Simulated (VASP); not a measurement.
# Pb (P6_3/mmc) in VASP: notebook

Runs on Pb. Level: PBE. Tasks: single point.

Program: VASP 6.6.1. These are calculated values, not measurements. Logs are shortened: lines on timing, memory, paths and dates and some standing lists are left out, and cuts for length are marked.

## 1. The cell of the first run

The structure is hexagonal, space group P6_3/mmc (No. 194). The conventional cell has a = 3.288 Å, b = 3.288 Å, c = 5.351 Å, α = 90.00°, β = 90.00°, γ = 120.00°. Pb (site symmetry -6m2) has 12 Pb at 3.28 to 3.29 Å within 4.3 Å.

## 2. Single point, PBE

INCAR

```
  PREC = Accurate
  ENCUT = 520
  EDIFF = 1E-7
  ISMEAR = -1
  SIGMA = 0.1
  LREAL = F
  LASPH = T
  NELM = 60
  ALGO = Normal
  ISIF = 2
  LWAVE = F
  LCHARG = F
  GGA = PE
  NBANDS = 21
```

KPOINTS

```
Automatic mesh
0
Gamma
  13 13 7
```

POSCAR

```
Pb
1.0
    3.2879700122      0.0000000000      0.0000000000
   -1.6439850061      2.8474655575      0.0000000000
    0.0000000000      0.0000000000      5.3509645598
Pb
2
Direct
    0.3333333333      0.6666666667      0.2500000000
    0.6666666667      0.3333333333      0.7500000000
```

Potentials or basis: VASP PAW PBE potentials, release 64 (Pb_d).

On the command line:

```bash
$ cat potpaw_PBE.64/Pb_d/POTCAR > POTCAR
$ mpirun -np 1 vasp_std > vasp.out
```

OUTCAR:

```text
PREC = Accurate
   ENCUT = 520
   EDIFF = 1E-7
   ISMEAR = -1
   LREAL = F
   LASPH = T
   NELM = 60
   ISIF = 2
   GGA = PE

 ion  position               nearest neighbor table
   1  0.333  0.667  0.250-   2 3.28   2 3.28   2 3.28   2 3.28   2 3.28   2 3.28
   2  0.667  0.333  0.750-   1 3.28   1 3.28   1 3.28   1 3.28   1 3.28   1 3.28

  LATTYP: Found a hexagonal cell.
 ALAT       =     3.2879700122
 C/A-ratio  =     1.6274371542

  Lattice vectors:

 A1 = (   3.2879700122,   0.0000000000,   0.0000000000)
 A2 = (  -1.6439850061,   2.8474655575,   0.0000000000)
 A3 = (   0.0000000000,   0.0000000000,   5.3509645598)

Analysis of symmetry for initial positions (statically):
=====================================================================
 Subroutine PRICEL returns:
 Original cell was already a primitive cell.

 Routine SETGRP: Setting up the symmetry group for a
 hexagonal supercell.

 Subroutine GETGRP returns: Found 24 space group operations
 (whereof 12 operations were pure point group operations)
 out of a pool of 24 trial point group operations.

The static configuration has the point symmetry D_3d.
 The point group associated with its full space group is D_6h.

Analysis of symmetry for dynamics (positions and initial velocities):
=====================================================================
 Subroutine PRICEL returns:
 Original cell was already a primitive cell.

 Routine SETGRP: Setting up the symmetry group for a
 hexagonal supercell.

 Subroutine GETGRP returns: Found 24 space group operations
 (whereof 12 operations were pure point group operations)
 out of a pool of 24 trial point group operations.

The dynamic configuration has the point symmetry D_3d.
 The point group associated with its full space group is D_6h.

 Subroutine INISYM returns: Found 24 space group operations
 (whereof 12 operations are pure point group operations),
 and found     1 'primitive' translations

----------------------------------------------------------------------------------------

                                     Primitive cell

  volume of cell :      50.0978

  direct lattice vectors                    reciprocal lattice vectors
     3.287970012  0.000000000  0.000000000     0.304139027  0.175594749  0.000000000
    -1.643985006  2.847465558  0.000000000     0.000000000  0.351189498  0.000000000
     0.000000000  0.000000000  5.350964560     0.000000000  0.000000000  0.186882195

  length of vectors
     3.287970012  3.287970012  5.350964560     0.351189498  0.351189498  0.186882195

  position of ions in fractional coordinates (direct lattice)
     0.333333333  0.666666667  0.250000000
     0.666666667  0.333333333  0.750000000

  ion indices of the primitive-cell ions
   primitive index   ion index
                 1           1
                 2           2

----------------------------------------------------------------------------------------

 KPOINTS: Automatic mesh

Automatic generation of k-mesh.
 Grid dimensions read from file:
 generate k-points for:   13   13    7

 Generating k-lattice:

  Cartesian coordinates                     Fractional coordinates (reciprocal lattice)
     0.023395310  0.013507288  0.000000000     0.076923077 -0.000000000  0.000000000
     0.000000000  0.027014577  0.000000000     0.000000000  0.076923077  0.000000000
     0.000000000  0.000000000  0.026697456     0.000000000  0.000000000  0.142857143

  Length of vectors
     0.027014577  0.027014577  0.026697456

  Shift w.r.t. Gamma in fractional coordinates (k-lattice)
     0.000000000  0.000000000  0.000000000

 Subroutine IBZKPT returns following result:
 ===========================================

 Found     84 irreducible k-points:

 Following reciprocal coordinates:
            Coordinates               Weight
  0.000000  0.000000  0.000000      1.000000
  0.076923  0.000000  0.000000      6.000000
  0.153846  0.000000  0.000000      6.000000
  0.230769  0.000000  0.000000      6.000000
  0.307692  0.000000  0.000000      6.000000
  0.384615  0.000000  0.000000      6.000000
[... 16 lines left out ...]
  0.076923  0.000000  0.142857     12.000000
  0.153846  0.000000  0.142857     12.000000
 [... further k-points ...]
   k-points           NKPTS =     84   k-points in BZ     NKDIM =     84   number of bands    NBANDS=     21
   number of dos      NEDOS =    301   number of ions     NIONS =      2
   total plane-waves  NPLWV =  23040
   dimension x,y,z NGX =    24 NGY =   24 NGZ =   40
   dimension x,y,z NGXF=    48 NGYF=   48 NGZF=   80
   ions per type =               2
   NGX,Y,Z   is equivalent  to a cutoff of  12.13, 12.13, 12.43 a.u.
   NGXF,Y,Z  is equivalent  to a cutoff of  24.27, 24.27, 24.85 a.u.
 SYSTEM =  unknown system
   PREC   = accura    normal or accurate (medium, high low for compatibility)
   ISTART =      0    job   : 0-new  1-cont  2-samecut
   ICHARG =      2    charge: 1-file 2-atom 10-const
   ISPIN  =      1    spin polarized calculation?
   LNONCOLLINEAR =      F non collinear calculations
   LSORBIT =      F    spin-orbit coupling
   LASPH  =      T    aspherical Exc in radial PAW
   ENCUT  =  520.0 eV  38.22 Ry    6.18 a.u.   6.11  6.11  9.95*2*pi/ulx,y,z
   NELM   =     60;   NELMIN=  2; NELMDL= -5     # of ELM steps
   EDIFF  = 0.1E-06   stopping-criterion for ELM
   LREAL  =      F    real-space projection
   EDIFFG = 0.1E-05   stopping-criterion for IOM
   NSW    =      0    number of steps for IOM
   IBRION =     -1    ionic relax: 0-MD 1-quasi-New 2-CG
   NFREE  =      0    steps in history (QN), initial steepest desc. (CG)
   ISIF   =      2    stress and relaxation
   ISYM   =      2    0-nonsym 1-usesym 2-fastsym
   POTIM  = 0.5000    time-step for ionic-motion
   TEBEG  =    0.0;   TEEND  =   0.0 temperature during run
   PSTRESS=    0.0 pullay stress
   NELECT =      28.0000    total number of electrons
   NUPDOWN=      -1.0000    fix difference up-down
   EMIN   =  10.00;   EMAX   =-10.00  energy-range for DOS
   EFERMI =   0.00;   METHOD = LEGACY
   ISMEAR =    -1;   SIGMA  =   0.10  broadening in eV -4-tet -1-fermi 0-gaus
   EFERMI_NEDOS =   21; number of points for ismear=-14 and -15
   IALGO  =     38    algorithm
   IMIX   =      4    mixing-type and parameters
     AMIX     =   0.40;   BMIX     =  1.00
     AMIX_MAG =   1.60;   BMIX_MAG =  1.00
  volume/ion in A,a.u.               =      25.05       169.04
  Fermi-wavevector in a.u.,A,eV,Ry     =   1.348512  2.548318 24.741973  1.818484
  Thomas-Fermi vector in A             =   2.476175
   LORBIT       =      0    0 simple, 1 ext, 2 COOP (PROOUT), +10 PAW based schemes
   GGA     = PE    functional components
   LHFCALC =     F    Hartree Fock is set to
   AEXX    =    0.0000 exact exchange contribution
   IVDW    =     0    specifies the selected vdW correction
   LEPSILON=     F    determine dielectric tensor
   LRPA    =     F    only Hartree local field effects (RPA)
 non-spin polarized calculation
  energy-cutoff  :      520.00
  volume of cell :       50.10
 maximum number of plane-waves:      1364
   NGX = 13   NGY = 13   NGZ = 19

 number of electron      28.0000008 magnetization

 Free energy of the ion-electron system (eV)
  ---------------------------------------------------
  ext. energy  EPLUGINS =         0.00000000
  ---------------------------------------------------
  free energy    TOTEN  =        -6.52922023 eV

  energy without entropy =       -6.49655618  energy(sigma->0) =       -6.51288820

 E-fermi :   9.7009     XC(G=0): -11.1410

 val. band max:        9.6749100506   @ k =   0.3077   0.3077   0.0000
 cond. band min:       9.7022158692   @ k =   0.2308   0.1538   0.0000
 fundamental gap:      0.0273058186
 Fermi energy:         9.7008928622

 k-point     1 :       0.0000    0.0000    0.0000
  band No.  band energies     occupation
      1      -7.7654      2.00000
      2      -7.6572      2.00000
      3      -7.6221      2.00000
      4      -7.6221      2.00000
      5      -7.5817      2.00000
      6      -7.5817      2.00000
[... 13 lines left out ...]
     20      19.3850      0.00000
     21      21.7185      0.00000

 k-point     2 :       0.0769    0.0000    0.0000
  band No.  band energies     occupation
      1      -7.7528      2.00000
      2      -7.6681      2.00000
      3      -7.6031      2.00000
      4      -7.5984      2.00000
      5      -7.5801      2.00000
      6      -7.5591      2.00000
[... 13 lines left out ...]
     20      20.0262      0.00000
     21      21.0232      0.00000

 k-point     3 :       0.1538    0.0000    0.0000
  band No.  band energies     occupation
      1      -7.7562      2.00000
      2      -7.6584      2.00000
      3      -7.5949      2.00000
      4      -7.5498      2.00000
      5      -7.5354      2.00000
      6      -7.5352      2.00000
[... 13 lines left out ...]
     20      20.2775      0.00000
     21      20.9149      0.00000

 k-point     4 :       0.2308    0.0000    0.0000
  band No.  band energies     occupation
      1      -7.8032      2.00000
      2      -7.6389      2.00000
      3      -7.6078      2.00000
      4      -7.5758      2.00000
      5      -7.5689      2.00000
      6      -7.4489      2.00000
[... 13 lines left out ...]
     20      19.8176      0.00000
     21      20.8916      0.00000

 k-point     5 :       0.3077    0.0000    0.0000
  band No.  band energies     occupation
      1      -7.8576      2.00000
      2      -7.6756      2.00000
      3      -7.6622      2.00000
      4      -7.6020      2.00000
      5      -7.5172      2.00000
      6      -7.3965      2.00000
[... 13 lines left out ...]
     20      19.1087      0.00000
     21      21.4642      0.00000
[... 382 lines left out ...]
     20      23.9797      0.00000
     21      23.9826      0.00000

 k-point    22 :       0.0000    0.0000    0.1429
  band No.  band energies     occupation
      1      -7.7574      2.00000
      2      -7.6588      2.00000
      3      -7.6356      2.00000
      4      -7.6356      2.00000
      5      -7.5903      2.00000
      6      -7.5903      2.00000
[... 13 lines left out ...]
     20      19.3582      0.00000
     21      21.6479      0.00000

 k-point    23 :       0.0769    0.0000    0.1429
  band No.  band energies     occupation
      1      -7.7460      2.00000
      2      -7.6656      2.00000
      3      -7.6255      2.00000
      4      -7.6149      2.00000
      5      -7.5892      2.00000
      6      -7.5678      2.00000
[... 13 lines left out ...]
     20      19.8427      0.00000
     21      21.5048      0.00000

 k-point    24 :       0.1538    0.0000    0.1429
  band No.  band energies     occupation
      1      -7.7516      2.00000
      2      -7.6549      2.00000
      3      -7.6193      2.00000
      4      -7.5792      2.00000
      5      -7.5691      2.00000
      6      -7.5044      2.00000
[... 13 lines left out ...]
     20      19.9959      0.00000
     21      20.5028      0.00000

 [... further k-points ...]
[... 5 lines left out ...]
  --------------------------------------------------------------------------------------
  -------------------------------------------------------------------------------------
  Total        5.2883286      5.2883286      5.2956370      0.0000000      0.0000000     -0.0000000
  in kB      169.1260922    169.1260922    169.3598229      0.0000000      0.0000000     -0.0000000
  external PRESSURE =     169.2040024 kB  Pullay stress =       0.0000000 kB

 VOLUME and BASIS-vectors are now :
 -----------------------------------------------------------------------------
  energy-cutoff  :      520.00
  volume of cell :       50.10
      direct lattice vectors                 reciprocal lattice vectors
     3.287970012  0.000000000  0.000000000     0.304139027  0.175594749  0.000000000
    -1.643985006  2.847465558  0.000000000     0.000000000  0.351189498  0.000000000
     0.000000000  0.000000000  5.350964560     0.000000000  0.000000000  0.186882195

 POSITION                                       TOTAL-FORCE (eV/Angst)
 -----------------------------------------------------------------------------------
     -0.00000      1.89831      1.33774         0.000000     -0.000000      0.000000
      1.64399      0.94916      4.01322         0.000000      0.000000      0.000000
 -----------------------------------------------------------------------------------
    total drift:                               -0.000000      0.000000     -0.000000

  FREE ENERGIE OF THE ION-ELECTRON SYSTEM (eV)
  ---------------------------------------------------
  free  energy   TOTEN  =        -6.5292202252 eV

  energy  without entropy=       -6.4965561792  energy(sigma->0) =       -6.51288820
```

Run time: 93 s. Hardware: 1 thread of AMD EPYC 7R43 (Zen 3), shared host; peak memory 0.17 GiB.

What came out:

```yaml
Free_energy: -6.5292 eV
Pressure: 16.9 GPa
Band_gap_on_the_k_mesh: zero (band 14 reaches 16.40 eV, above the bottom of band 15 at 7.67 eV)
```

Levels at points of the mesh, in eV from the Fermi level:
| k point | band 10 | band 11 | band 12 | band 13 | band 14 | band 15 | band 16 | band 17 | band 18 | band 19 |
| --- | --- | --- | --- | --- | --- | --- | --- | --- | --- | --- |
| (0.00, 0.00, 0.00) | -16.91 | -13.28 | -8.35 | -5.29 | 6.60 | 6.60 | 8.84 | 8.84 | 9.14 | 9.26 |

Caveat: spin-orbit coupling is left out, which moves the levels of the heavy elements.

## 3. Single point, PBE

INCAR

```
SYSTEM = Pb
PREC = Accurate ; ENCUT = 520
EDIFF = 1E-6 ; ISMEAR = -1
SIGMA = 0.1 ; LREAL = .False.
LASPH = .True. ; NELM = 60
ALGO = Normal ; ISIF = 2
LWAVE = .False. ; LCHARG = .True.
GGA = PE ; LELF = .True.
LVHAR = .True. ; NBANDS = 21
```

KPOINTS

```
regular mesh
0
Gamma
  13 13 7
  0 0 0
```

POSCAR is that of step 2.

Potentials or basis: VASP PAW PBE potentials, release 64 (Pb_d).

On the command line:

```bash
$ cat potpaw_PBE.64/Pb_d/POTCAR > POTCAR
$ mpirun -np 1 vasp_std > vasp.out
```

Wall time 1.8 min (1 thread of AMD EPYC 7R43 (Zen 3), shared host); peak memory 0.17 GiB.

It converged, with:

```
Free energy            : -6.5292 eV
Pressure               : 16.9 GPa
Band gap on the k mesh : zero (band 14 reaches 16.40 eV, above the bottom of band 15 at 7.67 eV)
```

Levels at points of the mesh, in eV from the Fermi level:
| k point | band 12 | band 13 | band 14 | band 15 | band 16 | band 17 |
| --- | --- | --- | --- | --- | --- | --- |
| (0.00, 0.00, 0.00) | -8.35 | -5.29 | 6.60 | 6.60 | 8.84 | 8.84 |

Caveat: spin-orbit coupling is left out, which moves the levels of the heavy elements.
